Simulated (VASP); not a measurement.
# Ti12Si in VASP: single point with PBE

Aim: the single point of Ti12Si with PBE.

Everything below comes from runs of VASP 6.6.1. Logs are shortened: lines on timing, memory, paths and dates and some standing lists are left out, and cuts for length are marked.

## Step 1: The cell of the first run

The cell holds a slab with vacuum, 13 atoms: a = 5.815 Å, b = 5.815 Å, c = 19.994 Å, α = 90.00°, β = 90.00°, γ = 120.00°.

## Step 2: Single point, PBE

The input, INCAR:

```
  ALGO = Normal
  DIPOL = 0.5 0.5 0.328
  EDIFF = 1E-6
  ENCUT = 520
  GGA = PE
  IDIPOL = 3
  ISIF = 2
  ISMEAR = 0
  LASPH = T
  LCHARG = F
  LDIPOL = T
  LREAL = F
  LWAVE = F
  NBANDS = 86
  NELM = 100
  PREC = Accurate
  SIGMA = 0.1
```

The input, KPOINTS:

```
k-points
0
Gamma
  6 6 1
```

The input, POSCAR:

```
Ti12Si
1.0
    5.8150893850      0.0000000000      0.0000000000
   -2.9075446925      5.0360151327      0.0000000000
    0.0000000000      0.0000000000     19.9935258504
Ti Si
12 1
Direct
    0.3333333333      0.1666666667      0.2000647625
    0.3333333333      0.6666666667      0.2000647625
    0.8333333333      0.1666666667      0.2000647625
    0.8333333333      0.6666666667      0.2000647625
    0.1666666667      0.3333333333      0.3124429301
    0.1666666667      0.8333333333      0.3124429301
    0.6666666667      0.3333333333      0.3124429301
    0.6666666667      0.8333333333      0.3124429301
    0.0000000000      0.0000000000      0.4248138079
    0.0000000000      0.5000000000      0.4248138079
    0.5000000000      0.0000000000      0.4248138079
    0.5000000000      0.5000000000      0.4248138079
    0.3333333333      0.1666666667      0.5181269524
```

Potentials or basis: VASP PAW PBE potentials, release 64 (Ti_sv, Si).

The run is started by

```sh
> cat potpaw_PBE.64/Ti_sv/POTCAR potpaw_PBE.64/Si/POTCAR > POTCAR
> mpirun -np 1 vasp_std > vasp.out
```

OUTCAR:

```text
EDIFF = 1E-6
   ENCUT = 520
   GGA = PE
   ISIF = 2
   ISMEAR = 0
   LASPH = T
   LREAL = F
   NELM = 100
   PREC = Accurate

 ion  position               nearest neighbor table
   1  0.333  0.167  0.200-   5 2.80   7 2.80   6 2.80   3 2.91   3 2.91   2 2.91   2 2.91   4 2.91
                             4 2.91
   2  0.333  0.667  0.200-   6 2.80   8 2.80   5 2.80   4 2.91   4 2.91   3 2.91   1 2.91   1 2.91
                             3 2.91
   3  0.833  0.167  0.200-   7 2.80   5 2.80   8 2.80   1 2.91   1 2.91   2 2.91   4 2.91   4 2.91
                             2 2.91
   4  0.833  0.667  0.200-   8 2.80   6 2.80   7 2.80   2 2.91   2 2.91   1 2.91   3 2.91   3 2.91
                             1 2.91
   5  0.167  0.333  0.312-  12 2.80   9 2.80  10 2.80   1 2.80   3 2.80   2 2.80   7 2.91   7 2.91
                             6 2.91   6 2.91   8 2.91   8 2.91
   6  0.167  0.833  0.312-  11 2.80  10 2.80   9 2.80   2 2.80   4 2.80   1 2.80   8 2.91   8 2.91
                             7 2.91   5 2.91   5 2.91   7 2.91
   7  0.667  0.333  0.312-  10 2.80  11 2.80  12 2.80   3 2.80   1 2.80   4 2.80   5 2.91   5 2.91
                             6 2.91   8 2.91   8 2.91   6 2.91
   8  0.667  0.833  0.312-   9 2.80  12 2.80  11 2.80   4 2.80   2 2.80   3 2.80   6 2.91   6 2.91
                             5 2.91   7 2.91   7 2.91   5 2.91
   9  0.000  0.000  0.425-  13 2.51   8 2.80   5 2.80   6 2.80  11 2.91  11 2.91  10 2.91  10 2.91
                            12 2.91  12 2.91
  10  0.000  0.500  0.425-   7 2.80   6 2.80   5 2.80  12 2.91  12 2.91   9 2.91   9 2.91  11 2.91
                            11 2.91
  11  0.500  0.000  0.425-  13 2.51   6 2.80   7 2.80   8 2.80   9 2.91   9 2.91  10 2.91  12 2.91
                            12 2.91  10 2.91
  12  0.500  0.500  0.425-  13 2.51   5 2.80   8 2.80   7 2.80  10 2.91  10 2.91   9 2.91  11 2.91
                            11 2.91   9 2.91
  13  0.333  0.167  0.518-   9 2.51  12 2.51  11 2.51

  LATTYP: Found a hexagonal cell.
 ALAT       =     5.8150893850
 C/A-ratio  =     3.4382147078

  Lattice vectors:

 A1 = (   5.8150893850,   0.0000000000,   0.0000000000)
 A2 = (  -2.9075446925,   5.0360151327,   0.0000000000)
 A3 = (   0.0000000000,   0.0000000000,  19.9935258504)

Analysis of symmetry for initial positions (statically):
=====================================================================
 Subroutine PRICEL returns:
 Original cell was already a primitive cell.

 Routine SETGRP: Setting up the symmetry group for a
 hexagonal supercell.

 Subroutine GETGRP returns: Found  6 space group operations
 (whereof  2 operations were pure point group operations)
 out of a pool of 24 trial point group operations.

The static configuration has the point symmetry C_1h.
 The point group associated with its full space group is C_3v.

Analysis of symmetry for dynamics (positions and initial velocities):
=====================================================================
 Subroutine PRICEL returns:
 Original cell was already a primitive cell.

 Routine SETGRP: Setting up the symmetry group for a
 hexagonal supercell.

 Subroutine GETGRP returns: Found  6 space group operations
 (whereof  2 operations were pure point group operations)
 out of a pool of 24 trial point group operations.

The dynamic configuration has the point symmetry C_1h.
 The point group associated with its full space group is C_3v.

 Subroutine INISYM returns: Found  6 space group operations
 (whereof  2 operations are pure point group operations),
 and found     1 'primitive' translations

----------------------------------------------------------------------------------------

                                     Primitive cell

  volume of cell :     585.5080

  direct lattice vectors                    reciprocal lattice vectors
     5.815089385  0.000000000  0.000000000     0.171966402  0.099284849  0.000000000
    -2.907544693  5.036015133  0.000000000     0.000000000  0.198569697  0.000000000
     0.000000000  0.000000000 19.993525850     0.000000000  0.000000000  0.050016191

  length of vectors
     5.815089385  5.815089385 19.993525850     0.198569697  0.198569697  0.050016191

  position of ions in fractional coordinates (direct lattice)
     0.333333333  0.166666667  0.200064762
     0.333333333  0.666666667  0.200064762
     0.833333333  0.166666667  0.200064762
[... 47 lines left out ...]

 Subroutine IBZKPT returns following result:
 ===========================================

 Found      7 irreducible k-points:

 Following reciprocal coordinates:
            Coordinates               Weight
  0.000000  0.000000  0.000000      1.000000
  0.166667 -0.000000  0.000000      6.000000
  0.333333 -0.000000  0.000000      6.000000
  0.500000  0.000000  0.000000      3.000000
  0.166667  0.166667  0.000000      6.000000
  0.333333  0.166667  0.000000     12.000000
  0.333333  0.333333  0.000000      2.000000
   k-points           NKPTS =      7   k-points in BZ     NKDIM =      7   number of bands    NBANDS=     86
   number of dos      NEDOS =    301   number of ions     NIONS =     13
   total plane-waves  NPLWV = 345600
   dimension x,y,z NGX =    48 NGY =   48 NGZ =  150
   dimension x,y,z NGXF=    96 NGYF=   96 NGZF=  300
   ions per type =              12   1
   NGX,Y,Z   is equivalent  to a cutoff of  13.72, 13.72, 12.47 a.u.
   NGXF,Y,Z  is equivalent  to a cutoff of  27.45, 27.45, 24.94 a.u.
 SYSTEM =  unknown system
   PREC   = accura    normal or accurate (medium, high low for compatibility)
   ISTART =      0    job   : 0-new  1-cont  2-samecut
   ICHARG =      2    charge: 1-file 2-atom 10-const
   ISPIN  =      1    spin polarized calculation?
   LNONCOLLINEAR =      F non collinear calculations
   LSORBIT =      F    spin-orbit coupling
   LASPH  =      T    aspherical Exc in radial PAW
   ENCUT  =  520.0 eV  38.22 Ry    6.18 a.u.  10.81 10.81 37.17*2*pi/ulx,y,z
   NELM   =    100;   NELMIN=  2; NELMDL= -5     # of ELM steps
   EDIFF  = 0.1E-05   stopping-criterion for ELM
   LREAL  =      F    real-space projection
   EDIFFG = 0.1E-04   stopping-criterion for IOM
   NSW    =      0    number of steps for IOM
   IBRION =     -1    ionic relax: 0-MD 1-quasi-New 2-CG
   NFREE  =      0    steps in history (QN), initial steepest desc. (CG)
   ISIF   =      2    stress and relaxation
   ISYM   =      2    0-nonsym 1-usesym 2-fastsym
   POTIM  = 0.5000    time-step for ionic-motion
   TEBEG  =    0.0;   TEEND  =   0.0 temperature during run
   PSTRESS=    0.0 pullay stress
   NELECT =     148.0000    total number of electrons
   NUPDOWN=      -1.0000    fix difference up-down
   EMIN   =  10.00;   EMAX   =-10.00  energy-range for DOS
   EFERMI =   0.00;   METHOD = LEGACY
   ISMEAR =     0;   SIGMA  =   0.10  broadening in eV -4-tet -1-fermi 0-gaus
   EFERMI_NEDOS =   21; number of points for ismear=-14 and -15
   IALGO  =     38    algorithm
   IMIX   =      4    mixing-type and parameters
     AMIX     =   0.40;   BMIX     =  1.00
     AMIX_MAG =   1.60;   BMIX_MAG =  1.00
  volume/ion in A,a.u.               =      45.04       303.94
  Fermi-wavevector in a.u.,A,eV,Ry     =   1.035105  1.956065 14.577862  1.071443
  Thomas-Fermi vector in A             =   2.169432
   LORBIT       =      0    0 simple, 1 ext, 2 COOP (PROOUT), +10 PAW based schemes
   GGA     = PE    functional components
   LHFCALC =     F    Hartree Fock is set to
   AEXX    =    0.0000 exact exchange contribution
   IVDW    =     0    specifies the selected vdW correction
   LEPSILON=     F    determine dielectric tensor
   LRPA    =     F    only Hartree local field effects (RPA)
 non-spin polarized calculation
 Gauss-broadening in eV      SIGMA  =   0.10
  energy-cutoff  :      520.00
  volume of cell :      585.51
 maximum number of plane-waves:     15843
 NGX is ok and might be reduce to    48
   NGX = 21   NGY = 21   NGZ = 75

 dipolmoment           0.000000      0.000000     -0.000770 electrons x Angstroem

 number of electron     147.9999973 magnetization

 dipolmoment           0.000000      0.000000      0.072526 electrons x Angstroem

 Free energy of the ion-electron system (eV)
  ---------------------------------------------------
  ext. energy  EPLUGINS =         0.00000000
  ---------------------------------------------------
  free energy    TOTEN  =       -92.25449481 eV

  energy without entropy =      -92.12697666  energy(sigma->0) =      -92.19073573

 E-fermi :   0.3257     XC(G=0):  -5.3625

 val. band max:        0.3181717445   @ k =   0.3333  -0.0000   0.0000
 cond. band min:       0.3369552950   @ k =   0.1667  -0.0000   0.0000
 fundamental gap:      0.0187835504
 Fermi energy:         0.3256810309

 k-point     1 :       0.0000    0.0000    0.0000
  band No.  band energies     occupation
      1     -56.5209      2.00000
      2     -56.4986      2.00000
      3     -56.4138      2.00000
      4     -56.4138      2.00000
      5     -56.4093      2.00000
      6     -56.3449      2.00000
[... 612 lines left out ...]
     85       1.2190      0.00000
     86       1.4867      0.00000

------------------------ aborting loop because EDIFF is reached ----------------------------------------

 vacuum level on the upper side and lower side of the slab       (xc-potential included)         0.065        -0.357

  FORCE on cell =-STRESS in cart. coord.  units (eV):
  Direction    XX          YY          ZZ          XY          YZ          ZX
  --------------------------------------------------------------------------------------
  -------------------------------------------------------------------------------------
  Total       -0.6755558     -0.6755558      1.8451953     -0.0000000      0.0000000      0.0000000
  in kB       -1.8485831     -1.8485831      5.0491714     -0.0000000      0.0000000      0.0000000
  external PRESSURE =       0.4506684 kB  Pullay stress =       0.0000000 kB

 VOLUME and BASIS-vectors are now :
 -----------------------------------------------------------------------------
  energy-cutoff  :      520.00
  volume of cell :      585.51
      direct lattice vectors                 reciprocal lattice vectors
     5.815089385  0.000000000  0.000000000     0.171966402  0.099284849  0.000000000
    -2.907544693  5.036015133  0.000000000     0.000000000  0.198569697  0.000000000
     0.000000000  0.000000000 19.993525850     0.000000000  0.000000000  0.050016191

 POSITION                                       TOTAL-FORCE (eV/Angst)
 -----------------------------------------------------------------------------------
      1.45377      0.83934      4.00000        -0.000000     -0.000000     -0.028985
     -0.00000      3.35734      4.00000        -0.097427     -0.056249      0.058848
      4.36132      0.83934      4.00000         0.000000      0.112499      0.058848
      2.90754      3.35734      4.00000         0.097427     -0.056249      0.058848
      0.00000      1.67867      6.24684        -0.125651      0.072545     -0.244374
     -1.45377      4.19668      6.24684        -0.000000     -0.145089     -0.244374
      2.90754      1.67867      6.24684         0.125651      0.072545     -0.244374
      1.45377      4.19668      6.24684        -0.000000     -0.000000     -0.399611
      0.00000      0.00000      8.49353         0.140898      0.081348      0.043816
     -1.45377      2.51801      8.49353        -0.000000     -0.000000      0.834774
      2.90754      0.00000      8.49353        -0.140898      0.081348      0.043816
      1.45377      2.51801      8.49353        -0.000000     -0.162695      0.043816
      1.45377      0.83934     10.35918        -0.000000     -0.000000      0.018953
 -----------------------------------------------------------------------------------
    total drift:                               -0.000006      0.000004      0.000773

  FREE ENERGIE OF THE ION-ELECTRON SYSTEM (eV)
  ---------------------------------------------------
  free  energy   TOTEN  =       -92.2544948066 eV

  energy  without entropy=      -92.1269766584  energy(sigma->0) =      -92.19073573

 vacuum level on the upper side and lower side of the slab         5.200         4.765
```

Wall time 22 min (1 thread of Intel Xeon Platinum 8259CL at 2.50GHz (Skylake/Cascade Lake), shared host); peak memory 0.84 GiB.

What came out:

- Free energy: -92.2545 eV
- Largest force: 0.835 eV/Å
- Band gap on the k mesh: zero (bands 74 and 75 overlap by 0.66 eV)

Forces in eV/Å, atoms in the order of the input:
```
Ti   0.000  0.000 -0.029
Ti  -0.097 -0.056  0.059
Ti   0.000  0.112  0.059
Ti   0.097 -0.056  0.059
Ti  -0.126  0.073 -0.244
Ti   0.000 -0.145 -0.244
Ti   0.126  0.073 -0.244
Ti   0.000  0.000 -0.400
Ti   0.141  0.081  0.044
Ti   0.000  0.000  0.835
Ti  -0.141  0.081  0.044
Ti   0.000 -0.163  0.044
Si   0.000  0.000  0.019
```

Levels at points of the mesh, in eV from the Fermi level:
```tsv
k point	band 71	band 72	band 73	band 74	band 75	band 76	band 77	band 78
(0.00, 0.00, 0.00)	0.06	0.46	0.46	0.48	0.58	0.60	0.60	0.75
(0.50, 0.00, 0.00)	-0.40	-0.35	-0.28	-0.27	-0.10	-0.04	-0.01	-0.01
```
